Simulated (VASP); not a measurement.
# Ta (C2/c) in VASP: single point with PBE

Aim: the single point of Ta with PBE.

Program: VASP 6.6.1. These are calculated values, not measurements. Logs are shortened: lines on timing, memory, paths and dates and some standing lists are left out, and cuts for length are marked.

## (1) The cell of the first run

The typed cell holds 2 atoms: a = 5.179 Å, b = 5.179 Å, c = 2.975 Å, α = 97.77°, β = 97.77°, γ = 147.63°.

## (2) Single point, PBE

Input file INCAR:

```
PREC     = Accurate       # precision mode
ENCUT    = 520            # plane-wave cutoff, eV
EDIFF    = 1E-6           # SCF threshold, eV
ISMEAR   = -1             # smearing method
SIGMA    = 0.1            # smearing width, eV
LREAL    = False          # projectors in reciprocal space
LASPH    = True           # aspherical terms in the spheres
NELM     = 80             # most SCF steps
ALGO     = Normal         # electronic algorithm
ISIF     = 2              # what is computed and relaxed
LWAVE    = False          # write WAVECAR
LCHARG   = True           # write CHGCAR
GGA      = PE             # functional
LELF     = True           # ELF
LVHAR    = True         
NBANDS   = 18             # bands
```

Input file KPOINTS:

```
regular mesh
0
Gamma
  21 21 20
```

Input file POSCAR:

```
Ta
1.0
   -3.5167127741      3.5169383859      1.4433934130
    3.5169383859     -3.5167127741      1.4433934130
    1.8398049443      1.8398049443     -1.4429802046
Ta
2
Direct
    0.9999557298      0.0000442702      1.0000000000
    0.7500442702      0.2499557298      0.5000000000
```

Potentials or basis: VASP PAW PBE potentials, release 64 (Ta_pv).

Run with:

```bash
cat potpaw_PBE.64/Ta_pv/POTCAR > POTCAR
mpirun -np 1 vasp_std > vasp.out
```

OUTCAR:

```text
PREC = Accurate
   ENCUT = 520
   EDIFF = 1E-6
   ISMEAR = -1
   LREAL = False
   LASPH = True
   NELM = 80
   ISIF = 2
   GGA = PE

 ion  position               nearest neighbor table
   1  1.000  0.000  0.000-   2 2.90   2 2.90   2 2.90   2 2.90   2 3.54   2 3.54   2 3.55   2 3.55

   2  0.750  0.250  0.500-   1 2.90   1 2.90   1 2.90   1 2.90   1 3.54   1 3.54   1 3.55   1 3.55

  LATTYP: Found a base centered monoclinic cell.
 ALAT       =     2.8867868436
 B/A-ratio  =     3.4457289029
 C/A-ratio  =     1.0306350648
 COS(beta)  =    -0.4849022277

  Lattice vectors:

 A1 = (  -3.5167127741,   3.5169383859,   1.4433934130)
 A2 = (   3.5169383859,  -3.5167127741,   1.4433934130)
 A3 = (   1.8398049443,   1.8398049443,  -1.4429802046)

Analysis of symmetry for initial positions (statically):
=====================================================================
 Subroutine PRICEL returns:
 Original cell was already a primitive cell.

 Routine SETGRP: Setting up the symmetry group for a
 base centered monoclinic supercell.

 Subroutine GETGRP returns: Found  4 space group operations
 (whereof  2 operations were pure point group operations)
 out of a pool of  4 trial point group operations.

The static configuration has the point symmetry C_2 .
 The point group associated with its full space group is C_2h.

Analysis of symmetry for dynamics (positions and initial velocities):
=====================================================================
 Subroutine PRICEL returns:
 Original cell was already a primitive cell.

 Routine SETGRP: Setting up the symmetry group for a
 base centered monoclinic supercell.

 Subroutine GETGRP returns: Found  4 space group operations
 (whereof  2 operations were pure point group operations)
 out of a pool of  4 trial point group operations.

The dynamic configuration has the point symmetry C_2 .
 The point group associated with its full space group is C_2h.

 Subroutine INISYM returns: Found  4 space group operations
 (whereof  2 operations are pure point group operations),
 and found     1 'primitive' translations

----------------------------------------------------------------------------------------

                                     Primitive cell

  volume of cell :      37.3589

  direct lattice vectors                    reciprocal lattice vectors
    -3.516712774  3.516938386  1.443393413     0.064749908  0.206923579  0.346384672
     3.516938386 -3.516712774  1.443393413     0.206923579  0.064749908  0.346384672
     1.839804944  1.839804944 -1.442980205     0.271751283  0.271751283 -0.000042476

  length of vectors
     5.178755535  5.178755535  2.975223746     0.408646863  0.408646863  0.384314352

  position of ions in fractional coordinates (direct lattice)
     0.999955730  0.000044270  1.000000000
     0.750044270  0.249955730  0.500000000

  ion indices of the primitive-cell ions
   primitive index   ion index
                 1           1
                 2           2

----------------------------------------------------------------------------------------

 KPOINTS: regular mesh

Automatic generation of k-mesh.
 Grid dimensions read from file:
 generate k-points for:   21   21   20

 Generating k-lattice:

  Cartesian coordinates                     Fractional coordinates (reciprocal lattice)
     0.003083329  0.009853504  0.016494508     0.047619048  0.000000000  0.000000000
     0.009853504  0.003083329  0.016494508     0.000000000  0.047619048  0.000000000
     0.013587564  0.013587564 -0.000002124     0.000000000  0.000000000  0.050000000

  Length of vectors
     0.019459374  0.019459374  0.019215718

  Shift w.r.t. Gamma in fractional coordinates (k-lattice)
     0.000000000  0.000000000  0.000000000

 Subroutine IBZKPT returns following result:
 ===========================================

 Found   2321 irreducible k-points:

 Following reciprocal coordinates:
            Coordinates               Weight
  0.000000  0.000000  0.000000      1.000000
  0.047619  0.000000  0.000000      4.000000
  0.095238  0.000000  0.000000      4.000000
  0.142857 -0.000000  0.000000      4.000000
  0.190476  0.000000  0.000000      4.000000
  0.238095 -0.000000  0.000000      4.000000
[... 16 lines left out ...]
 -0.428571  0.047619 -0.000000      4.000000
 -0.380952  0.047619 -0.000000      4.000000
 [... further k-points ...]
   k-points           NKPTS =   2321   k-points in BZ     NKDIM =   2321   number of bands    NBANDS=     18
   number of dos      NEDOS =    301   number of ions     NIONS =      2
   total plane-waves  NPLWV =  38400
   dimension x,y,z NGX =    40 NGY =   40 NGZ =   24
   dimension x,y,z NGXF=    80 NGYF=   80 NGZF=   48
   ions per type =               2
   NGX,Y,Z   is equivalent  to a cutoff of  12.84, 12.84, 13.41 a.u.
   NGXF,Y,Z  is equivalent  to a cutoff of  25.68, 25.68, 26.82 a.u.
 SYSTEM =  unknown system
   PREC   = accura    normal or accurate (medium, high low for compatibility)
   ISTART =      0    job   : 0-new  1-cont  2-samecut
   ICHARG =      2    charge: 1-file 2-atom 10-const
   ISPIN  =      1    spin polarized calculation?
   LNONCOLLINEAR =      F non collinear calculations
   LSORBIT =      F    spin-orbit coupling
   LASPH  =      T    aspherical Exc in radial PAW
   ENCUT  =  520.0 eV  38.22 Ry    6.18 a.u.   9.63  9.63  5.53*2*pi/ulx,y,z
   NELM   =     80;   NELMIN=  2; NELMDL= -5     # of ELM steps
   EDIFF  = 0.1E-05   stopping-criterion for ELM
   LREAL  =      F    real-space projection
   EDIFFG = 0.1E-04   stopping-criterion for IOM
   NSW    =      0    number of steps for IOM
   IBRION =     -1    ionic relax: 0-MD 1-quasi-New 2-CG
   NFREE  =      0    steps in history (QN), initial steepest desc. (CG)
   ISIF   =      2    stress and relaxation
   ISYM   =      2    0-nonsym 1-usesym 2-fastsym
   POTIM  = 0.5000    time-step for ionic-motion
   TEBEG  =    0.0;   TEEND  =   0.0 temperature during run
   PSTRESS=    0.0 pullay stress
   NELECT =      22.0000    total number of electrons
   NUPDOWN=      -1.0000    fix difference up-down
   EMIN   =  10.00;   EMAX   =-10.00  energy-range for DOS
   EFERMI =   0.00;   METHOD = LEGACY
   ISMEAR =    -1;   SIGMA  =   0.10  broadening in eV -4-tet -1-fermi 0-gaus
   EFERMI_NEDOS =   21; number of points for ismear=-14 and -15
   IALGO  =     38    algorithm
   IMIX   =      4    mixing-type and parameters
     AMIX     =   0.40;   BMIX     =  1.00
     AMIX_MAG =   1.60;   BMIX_MAG =  1.00
  volume/ion in A,a.u.               =      18.68       126.06
  Fermi-wavevector in a.u.,A,eV,Ry     =   1.372201  2.593084 25.618895  1.882936
  Thomas-Fermi vector in A             =   2.497829
   LORBIT       =      0    0 simple, 1 ext, 2 COOP (PROOUT), +10 PAW based schemes
   GGA     = PE    functional components
   LHFCALC =     F    Hartree Fock is set to
   AEXX    =    0.0000 exact exchange contribution
   IVDW    =     0    specifies the selected vdW correction
   LEPSILON=     F    determine dielectric tensor
   LRPA    =     F    only Hartree local field effects (RPA)
 non-spin polarized calculation
  energy-cutoff  :      520.00
  volume of cell :       37.36
 maximum number of plane-waves:      1035
   NGX = 19   NGY = 19   NGZ = 11

 number of electron      21.9999998 magnetization

 Free energy of the ion-electron system (eV)
  ---------------------------------------------------
  ext. energy  EPLUGINS =         0.00000000
  ---------------------------------------------------
  free energy    TOTEN  =       -23.40409210 eV

  energy without entropy =      -23.33113492  energy(sigma->0) =      -23.36761351

 E-fermi :   5.4144     XC(G=0): -12.4226

 val. band max:        5.4137858425   @ k =  -0.2857   0.4762   0.4000
 cond. band min:       5.4145743212   @ k =  -0.0952   0.0952   0.2500
 fundamental gap:      0.0007884787
 Fermi energy:         5.4144335383

 k-point     1 :       0.0000    0.0000    0.0000
  band No.  band energies     occupation
      1     -29.0898      2.00000
      2     -28.1543      2.00000
      3     -28.0218      2.00000
      4     -28.0111      2.00000
      5     -28.0053      2.00000
      6     -27.9782      2.00000
[... 10 lines left out ...]
     17       9.4620      0.00000
     18      11.3307      0.00000

 k-point     2 :       0.0476    0.0000    0.0000
  band No.  band energies     occupation
      1     -29.0820      2.00000
      2     -28.1633      2.00000
      3     -28.0357      2.00000
      4     -28.0262      2.00000
      5     -28.0163      2.00000
      6     -27.9846      2.00000
[... 10 lines left out ...]
     17       9.6696      0.00000
     18      11.3392      0.00000

 k-point     3 :       0.0952    0.0000    0.0000
  band No.  band energies     occupation
      1     -29.0595      2.00000
      2     -28.1933      2.00000
      3     -28.0921      2.00000
      4     -28.0809      2.00000
      5     -28.0211      2.00000
      6     -27.9995      2.00000
[... 10 lines left out ...]
     17      10.1082      0.00000
     18      11.4017      0.00000

 k-point     4 :       0.1429   -0.0000    0.0000
  band No.  band energies     occupation
      1     -29.0240      2.00000
      2     -28.2573      2.00000
      3     -28.1894      2.00000
      4     -28.1395      2.00000
      5     -28.0345      2.00000
      6     -28.0159      2.00000
[... 375 lines left out ...]
      4     -28.3090      2.00000
      5     -28.2598      2.00000
      6     -28.1078      2.00000
[... 10 lines left out ...]
     17      11.6169      0.00000
     18      12.4018      0.00000

 k-point    23 :      -0.4286    0.0476   -0.0000
  band No.  band energies     occupation
      1     -28.9035      2.00000
      2     -28.8792      2.00000
      3     -28.6039      2.00000
      4     -28.2998      2.00000
      5     -28.2330      2.00000
      6     -28.0972      2.00000
[... 10 lines left out ...]
     17      11.0261      0.00000
     18      12.2983      0.00000

 k-point    24 :      -0.3810    0.0476   -0.0000
  band No.  band energies     occupation
      1     -28.8534      2.00000
      2     -28.7928      2.00000
      3     -28.5850      2.00000
      4     -28.2829      2.00000
      5     -28.1966      2.00000
      6     -28.0825      2.00000
[... 10 lines left out ...]
     17      10.4440      0.00000
     18      12.1972      0.00000

 [... further k-points ...]

------------------------ aborting loop because EDIFF is reached ----------------------------------------

  FORCE on cell =-STRESS in cart. coord.  units (eV):
  Direction    XX          YY          ZZ          XY          YZ          ZX
  --------------------------------------------------------------------------------------
  -------------------------------------------------------------------------------------
  Total        0.0177605      0.0177605     -0.0270090     -0.0234074     -0.0038846     -0.0038846
  in kB        0.7616787      0.7616787     -1.1583098     -1.0038508     -0.1665964     -0.1665969
  external PRESSURE =       0.1216826 kB  Pullay stress =       0.0000000 kB

 VOLUME and BASIS-vectors are now :
 -----------------------------------------------------------------------------
  energy-cutoff  :      520.00
  volume of cell :       37.36
      direct lattice vectors                 reciprocal lattice vectors
    -3.516712774  3.516938386  1.443393413     0.064749908  0.206923579  0.346384672
     3.516938386 -3.516712774  1.443393413     0.206923579  0.064749908  0.346384672
     1.839804944  1.839804944 -1.442980205     0.271751283  0.271751283 -0.000042476

 POSITION                                       TOTAL-FORCE (eV/Angst)
 -----------------------------------------------------------------------------------
     -3.51640      3.51663      1.44339        -0.006559      0.006559     -0.000000
     -0.83871      2.67874      0.72190         0.006559     -0.006559      0.000000
 -----------------------------------------------------------------------------------
    total drift:                               -0.000000     -0.000000      0.000000

  FREE ENERGIE OF THE ION-ELECTRON SYSTEM (eV)
  ---------------------------------------------------
  free  energy   TOTEN  =       -23.4040921049 eV

  energy  without entropy=      -23.3311349241  energy(sigma->0) =      -23.36761351
```

Run time: 40 min. Hardware: 1 thread of Oxide Virtual Turin-like, shared host; peak memory 1.2 GiB.

What came out:

```
Free energy            : -23.4041 eV
Pressure               : 0.0 GPa
Largest force          : 0.009 eV/Å
Band gap on the k mesh : zero (bands 11 and 12 overlap by 2.49 eV)
```

Forces in eV/Å, atoms in the order of the input:
```
Ta  -0.007  0.007  0.000
Ta   0.007 -0.007  0.000
```

Caveat: spin-orbit coupling is left out, which moves the levels of the heavy elements.
